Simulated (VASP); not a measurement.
Input of a VASP 6.6.1 run:

Contents of INCAR:

```
ALGO = Normal
EDIFF = 1E-6
ENCUT = 520
GGA = PS
ISIF = 2
ISMEAR = 0
LASPH = T
LCHARG = T
LELF = T
LREAL = F
LVHAR = T
LWAVE = F
NBANDS = 11
NELM = 100
PREC = Accurate
SIGMA = 0.15
```

KPOINTS

```
k-points
0
Gamma
  16 16 16
```

The input POSCAR:

```
HCl
1.0
    0.0000000000      2.6690625000      2.6690625000
    2.6690625000      0.0000000000      2.6690625000
    2.6690625000      2.6690625000      0.0000000000
H Cl
1 1
Direct
    0.0000000000      0.0000000000      0.0000000000
    0.5000000000      0.5000000000      0.5000000000
```

Potentials or basis: VASP PAW PBE potentials, release 64 (H, Cl).

Run with:

```bash
$ cat potpaw_PBE.64/H/POTCAR potpaw_PBE.64/Cl/POTCAR > POTCAR
$ mpirun -np 1 vasp_std > vasp.out
```

(1) Estimate the band gap on the k mesh.

(2) What does it give for the pressure?

## Answers

(1) zero (band 4 reaches -1.81 eV, above the bottom of band 5 at -1.96 eV).

(2) -10.9 GPa.

Caveat: the cell differs from its parent crystal (strain -0.025 along x and y, -0.025 along z); the PAW data sets were made with another functional, which shifts forces and pressure a little.
